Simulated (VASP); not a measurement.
# GaSe (P6_3/mmc) in VASP: vibrations by perturbation theory with LDA

Aim: the vibrations by perturbation theory of GaSe with LDA.

Program: VASP 6.6.1. These are calculated values, not measurements. Logs are shortened: lines on timing, memory, paths and dates and some standing lists are left out, and cuts for length are marked.

### 1 The cell of the first run

Symmetry: P6_3/mmc, No. 194, hexagonal system. The conventional cell has a = 3.742 Å, b = 3.742 Å, c = 15.919 Å, α = 90.00°, β = 90.00°, γ = 120.00°. Ga (site symmetry 3m) has 1 Ga at 2.32 Å and 3 Se at 2.48 Å within 3.1 Å. Se (site symmetry 3m) has 3 Ga at 2.48 Å within 3.3 Å.

### 2 Vibrations by perturbation theory, LDA

Contents of INCAR:

```
PREC     = Accurate       # precision mode
ENCUT    = 500            # plane-wave cutoff, eV
EDIFF    = 1E-8           # SCF threshold, eV
ISMEAR   = 0              # smearing method
SIGMA    = 0.01           # smearing width, eV
LREAL    = False          # projectors in reciprocal space
LASPH    = True           # aspherical terms in the spheres
NELM     = 120            # most SCF steps
ALGO     = Normal         # electronic algorithm
ISIF     = 2              # what is computed and relaxed
LWAVE    = False          # write WAVECAR
LCHARG   = False          # write CHGCAR
NBANDS   = 48             # bands
IBRION   = 8              # ionic algorithm
NSW      = 1              # ionic steps
GGA_COMPAT= False        
KPAR     = 4
```

Contents of KPOINTS:

```
regular mesh
0
Gamma
  6 6 2
```

Contents of POSCAR:

```
GaSe
1.0
    3.7420000000      0.0000000000      0.0000000000
   -1.8710000000      3.2406670600      0.0000000000
    0.0000000000      0.0000000000     15.9190000000
Ga Se
4 4
Direct
    0.3333333300      0.6666666700      0.1770000000
    0.6666666700      0.3333333300      0.6770000000
    0.3333333300      0.6666666700      0.3230000000
    0.6666666700      0.3333333300      0.8230000000
    0.3333333300      0.6666666700      0.6000000000
    0.6666666700      0.3333333300      0.1000000000
    0.3333333300      0.6666666700      0.9000000000
    0.6666666700      0.3333333300      0.4000000000
```

Potentials or basis: VASP PAW LDA potentials, release 64 (Ga_d, Se).

Run with:

```sh
$ cat potpaw_LDA.64/Ga_d/POTCAR potpaw_LDA.64/Se/POTCAR > POTCAR
$ mpirun -np 4 vasp_std > vasp.out
```

OUTCAR:

```text
PREC = Accurate
   ENCUT = 500
   EDIFF = 1E-8
   ISMEAR = 0
   LREAL = False
   LASPH = True
   NELM = 120
   ISIF = 2
   IBRION = 8
   NSW = 1

 ion  position               nearest neighbor table
   1  0.333  0.667  0.177-   3 2.32   6 2.48   6 2.48   6 2.48
   2  0.667  0.333  0.677-   4 2.32   5 2.48   5 2.48   5 2.48
   3  0.333  0.667  0.323-   1 2.32   8 2.48   8 2.48   8 2.48
   4  0.667  0.333  0.823-   2 2.32   7 2.48   7 2.48   7 2.48
   5  0.333  0.667  0.600-   2 2.48   2 2.48   2 2.48
   6  0.667  0.333  0.100-   1 2.48   1 2.48   1 2.48
   7  0.333  0.667  0.900-   4 2.48   4 2.48   4 2.48
   8  0.667  0.333  0.400-   3 2.48   3 2.48   3 2.48

  LATTYP: Found a hexagonal cell.
 ALAT       =     3.7420000000
 C/A-ratio  =     4.2541421700

  Lattice vectors:

 A1 = (   3.7420000000,   0.0000000000,   0.0000000000)
 A2 = (  -1.8710000000,   3.2406670600,   0.0000000000)
 A3 = (   0.0000000000,   0.0000000000,  15.9190000000)

Analysis of symmetry for initial positions (statically):
=====================================================================
 Subroutine PRICEL returns:
 Original cell was already a primitive cell.

 Routine SETGRP: Setting up the symmetry group for a
 hexagonal supercell.

 Subroutine GETGRP returns: Found 24 space group operations
 (whereof 12 operations were pure point group operations)
 out of a pool of 24 trial point group operations.

The static configuration has the point symmetry D_3d.
 The point group associated with its full space group is D_6h.

Analysis of symmetry for dynamics (positions and initial velocities):
=====================================================================
 Subroutine PRICEL returns:
 Original cell was already a primitive cell.

 Routine SETGRP: Setting up the symmetry group for a
 hexagonal supercell.

 Subroutine GETGRP returns: Found 24 space group operations
 (whereof 12 operations were pure point group operations)
 out of a pool of 24 trial point group operations.

The dynamic configuration has the point symmetry D_3d.
 The point group associated with its full space group is D_6h.

 Subroutine INISYM returns: Found 24 space group operations
 (whereof 12 operations are pure point group operations),
 and found     1 'primitive' translations

[... 904 lines left out ...]

[... ionic steps 2 to 15 ...]

--------------------------------------- Ionic step       16  -------------------------------------------

------------------------ aborting loop because EDIFF is reached ----------------------------------------

[... ionic steps 17 to 17 ...]

--------------------------------------- Ionic step       18  -------------------------------------------

 Free energy of the ion-electron system (eV)
  ---------------------------------------------------
  ---------------------------------------------------
  free energy    TOTEN  =        -0.11222315 eV

  energy without entropy =       -0.11222315

------------------------ aborting loop because EDIFF is reached ----------------------------------------

 INTERNAL STRAIN TENSOR  FOR ION    5  DIRECTION 3   (eV/Angst):
 -----------------------------------------------------------------------------
     5.51985 -0.00000 -0.00000
     0.00000  5.51985 -0.00000
     0.00000  0.00000 10.23103

 INTERNAL STRAIN TENSOR FOR ION    8 for displacements in x,y,z  (eV/Angst):
          X           Y           Z          XY          YZ          ZX
  --------------------------------------------------------------------------------
  x     0.00000     0.00000     0.00000     2.87633     0.00000    -7.35482
  y     2.87633    -2.87633     0.00000    -0.00000    -6.49685    -0.00000
  z    -5.51985    -5.51985   -10.23103     0.00000     0.00000     0.00000

 SECOND DERIVATIVES (NOT SYMMETRIZED)
 ------------------------------------
               1X          1Y          1Z          2X          2Y          2Z          3X          3Y          3Z          4X          4Y          4Z          5X          5Y          5Z          6X          6Y          6Z          7X          7Y          7Z          8X          8Y          8Z
  1X    -4.879637    0.000000    0.000000    0.006864    0.000000    0.000000   -0.257692    0.000000   -0.000000   -0.006149    0.000000    0.000000    0.005167    0.000000    0.000000    4.744883    0.000000    0.000000    0.022919    0.000000    0.000000    0.363645    0.000000   -0.000000
  1Y     0.000000   -4.879637   -0.000000    0.000000    0.006864   -0.000000    0.000000   -0.257692    0.000000    0.000000   -0.006149    0.000000   -0.000000    0.005167   -0.000000   -0.000000    4.744883    0.000000    0.000000    0.022919    0.000000    0.000000    0.363645   -0.000000
  1Z     0.000000    0.000000  -16.939885    0.000000    0.000000    0.130911    0.000000    0.000000    9.176275    0.000000    0.000000    0.058540   -0.000000    0.000000   -0.132089    0.000000    0.000000    7.550860    0.000000    0.000000   -0.052220   -0.000000    0.000000    0.207608
  2X     0.006864    0.000000   -0.000000   -4.879637    0.000000    0.000000   -0.006149    0.000000    0.000000   -0.257692    0.000000    0.000000    4.744883    0.000000    0.000000    0.005167    0.000000    0.000000    0.363645    0.000000    0.000000    0.022919    0.000000   -0.000000
  2Y    -0.000000    0.006864    0.000000    0.000000   -4.879637   -0.000000    0.000000   -0.006149   -0.000000    0.000000   -0.257692    0.000000    0.000000    4.744883   -0.000000    0.000000    0.005167   -0.000000    0.000000    0.363645   -0.000000    0.000000    0.022919   -0.000000
  2Z     0.000000    0.000000    0.130911    0.000000    0.000000  -16.939885    0.000000    0.000000    0.058540   -0.000000    0.000000    9.176275    0.000000    0.000000    7.550860    0.000000    0.000000   -0.132089    0.000000    0.000000    0.207608    0.000000    0.000000   -0.052220
  3X    -0.257692    0.000000    0.000000   -0.006149    0.000000    0.000000   -4.879637    0.000000    0.000000    0.006864    0.000000   -0.000000    0.022919    0.000000   -0.000000    0.363645    0.000000    0.000000    0.005167    0.000000    0.000000    4.744883    0.000000    0.000000
  3Y     0.000000   -0.257692    0.000000    0.000000   -0.006149   -0.000000    0.000000   -4.879637   -0.000000   -0.000000    0.006864    0.000000    0.000000    0.022919   -0.000000    0.000000    0.363645   -0.000000    0.000000    0.005167   -0.000000    0.000000    4.744883   -0.000000
  3Z    -0.000000    0.000000    9.176275    0.000000    0.000000    0.058540    0.000000    0.000000  -16.939885    0.000000    0.000000    0.130911    0.000000    0.000000   -0.052220    0.000000    0.000000    0.207608    0.000000    0.000000   -0.132089    0.000000    0.000000    7.550860
  4X    -0.006149    0.000000    0.000000   -0.257692    0.000000   -0.000000    0.006864    0.000000    0.000000   -4.879637    0.000000    0.000000    0.363645    0.000000   -0.000000    0.022919    0.000000    0.000000    4.744883    0.000000    0.000000    0.005167    0.000000    0.000000
  4Y     0.000000   -0.006149    0.000000    0.000000   -0.257692    0.000000    0.000000    0.006864   -0.000000    0.000000   -4.879637   -0.000000    0.000000    0.363645   -0.000000    0.000000    0.022919    0.000000   -0.000000    4.744883    0.000000   -0.000000    0.005167   -0.000000
  4Z     0.000000    0.000000    0.058540    0.000000    0.000000    9.176275    0.000000    0.000000    0.130911    0.000000    0.000000  -16.939885   -0.000000    0.000000    0.207608    0.000000    0.000000   -0.052220    0.000000    0.000000    7.550860   -0.000000    0.000000   -0.132089
  5X     0.003982    0.000000    0.000000    4.743610    0.000000    0.000000    0.020424    0.000000   -0.000000    0.362795    0.000000   -0.000000   -5.241147    0.000000   -0.000000    0.000126    0.000000    0.000000    0.073530   -0.000000   -0.000000    0.036678    0.000000   -0.000000
  5Y     0.000000    0.003982   -0.000000    0.000000    4.743610    0.000000    0.000000    0.020424    0.000000    0.000000    0.362795    0.000000    0.000000   -5.241147   -0.000000    0.000000    0.000126   -0.000000    0.000000    0.073530    0.000000    0.000000    0.036678    0.000000
  5Z     0.000000   -0.000000   -0.086650    0.000000    0.000000    7.501219    0.000000    0.000000   -0.002325    0.000000   -0.000000    0.150261    0.000000    0.000000   -7.957851    0.000000    0.000000    0.136649    0.000000    0.000000    0.063439    0.000000    0.000000    0.195258
  6X     4.743610    0.000000   -0.000000    0.003982    0.000000   -0.000000    0.362795    0.000000    0.000000    0.020424    0.000000    0.000000    0.000126   -0.000000   -0.000000   -5.241147    0.000000    0.000000    0.036678    0.000000    0.000000    0.073530    0.000000    0.000000
  6Y     0.000000    4.743610   -0.000000   -0.000000    0.003982    0.000000    0.000000    0.362795   -0.000000    0.000000    0.020424   -0.000000   -0.000000    0.000126    0.000000    0.000000   -5.241147   -0.000000   -0.000000    0.036678   -0.000000    0.000000    0.073530   -0.000000
  6Z     0.000000    0.000000    7.501219    0.000000    0.000000   -0.086650    0.000000    0.000000    0.150261    0.000000    0.000000   -0.002325    0.000000    0.000000    0.136649   -0.000000    0.000000   -7.957851    0.000000    0.000000    0.195258    0.000000    0.000000    0.063439
  7X     0.020424    0.000000    0.000000    0.362795    0.000000    0.000000    0.003982    0.000000   -0.000000    4.743610    0.000000   -0.000000    0.073530    0.000000    0.000000    0.036678    0.000000    0.000000   -5.241147    0.000000    0.000000    0.000126   -0.000000   -0.000000
  7Y     0.000000    0.020424   -0.000000    0.000000    0.362795   -0.000000   -0.000000    0.003982    0.000000    0.000000    4.743610   -0.000000    0.000000    0.073530   -0.000000   -0.000000    0.036678   -0.000000    0.000000   -5.241147   -0.000000   -0.000000    0.000126    0.000000
  7Z     0.000000    0.000000   -0.002325    0.000000    0.000000    0.150261    0.000000    0.000000   -0.086650    0.000000    0.000000    7.501219    0.000000    0.000000    0.063439    0.000000    0.000000    0.195258   -0.000000    0.000000   -7.957851    0.000000    0.000000    0.136649
  8X     0.362795    0.000000   -0.000000    0.020424    0.000000   -0.000000    4.743610    0.000000    0.000000    0.003982    0.000000    0.000000    0.036678    0.000000   -0.000000    0.073530   -0.000000   -0.000000    0.000126    0.000000    0.000000   -5.241147    0.000000   -0.000000
  8Y     0.000000    0.362795    0.000000    0.000000    0.020424    0.000000    0.000000    4.743610    0.000000    0.000000    0.003982   -0.000000    0.000000    0.036678    0.000000    0.000000    0.073530    0.000000    0.000000    0.000126   -0.000000    0.000000   -5.241147   -0.000000
  8Z     0.000000   -0.000000    0.150261    0.000000    0.000000   -0.002325    0.000000    0.000000    7.501219    0.000000   -0.000000   -0.086650    0.000000    0.000000    0.195258    0.000000    0.000000    0.063439    0.000000    0.000000    0.136649    0.000000    0.000000   -7.957851

 Eigenvectors and eigenvalues of the dynamical matrix
 ----------------------------------------------------

   1 f  =    9.988492 THz    62.759546 2PiTHz  333.180229 cm-1    41.309065 meV
             X         Y         Z           dx          dy          dz
     -0.000000  2.160445  2.817663    -0.000000    0.000000   -0.475413
      1.871000  1.080222 10.777163    -0.000000   -0.000000    0.475413
     -0.000000  2.160445  5.141837    -0.000000    0.000000    0.475413
      1.871000  1.080222 13.101337     0.000000   -0.000000   -0.475413
     -0.000000  2.160445  9.551400    -0.000000    0.000000   -0.154863
      1.871000  1.080222  1.591900     0.000000    0.000000    0.154863
     -0.000000  2.160445 14.327100     0.000000    0.000000    0.154863
      1.871000  1.080222  6.367600     0.000000   -0.000000   -0.154863
[... 243 lines left out ...]
  24 f/i=    0.002716 THz     0.017063 2PiTHz    0.090584 cm-1     0.011231 meV
             X         Y         Z           dx          dy          dz
     -0.000000  2.160445  2.817663    -0.000000    0.000000   -0.342255
      1.871000  1.080222 10.777163    -0.000000    0.000000   -0.342255
     -0.000000  2.160445  5.141837    -0.000000    0.000000   -0.342255
      1.871000  1.080222 13.101337    -0.000000    0.000000   -0.342255
     -0.000000  2.160445  9.551400    -0.000000    0.000000   -0.364502
      1.871000  1.080222  1.591900    -0.000000    0.000000   -0.364502
     -0.000000  2.160445 14.327100    -0.000000    0.000000   -0.364502
      1.871000  1.080222  6.367600    -0.000000    0.000000   -0.364502

--------------------------------------------------------------------------------------------------------

 ELASTIC MODULI CONTR FROM IONIC RELAXATION (kBar)
 Direction    XX          YY          ZZ          XY          YZ          ZX
 --------------------------------------------------------------------------------
 XX        -182.4403    -71.5341   -197.1356      0.0000     -0.0000     -0.0000
 YY         -71.5341   -182.4403   -197.1356     -0.0000      0.0000      0.0000
 ZZ        -197.1356   -197.1356  -1107.3172     -0.0000      0.0000      0.0000
 XY           0.0000     -0.0000     -0.0000    -55.4531      0.0000      0.0000
 YZ          -0.0000     -0.0000      0.0000      0.0000   -274.6676     -0.0000
 ZX          -0.0000      0.0000      0.0000      0.0000     -0.0000   -370.5741
 --------------------------------------------------------------------------------
```

It took 14 min on 4 MPI ranks of Intel Xeon Platinum 8259CL at 2.50GHz (Skylake/Cascade Lake), shared host; peak memory 0.78 GiB.

Results:

```
Highest phonon frequency at Γ, LO-TO splitting left out : 333 cm⁻¹
```

Phonon frequencies in cm⁻¹ (negative: imaginary):
```csv
q point,frequencies
"(0.000, 0.000, 0.000)",0 0 0 18 18 30 45 45 47 47 136 139 185 185 185 185 194 194 194 194 236 242 332 333
```

Caveat: the cell stands under pressure or tension, which shifts response properties.
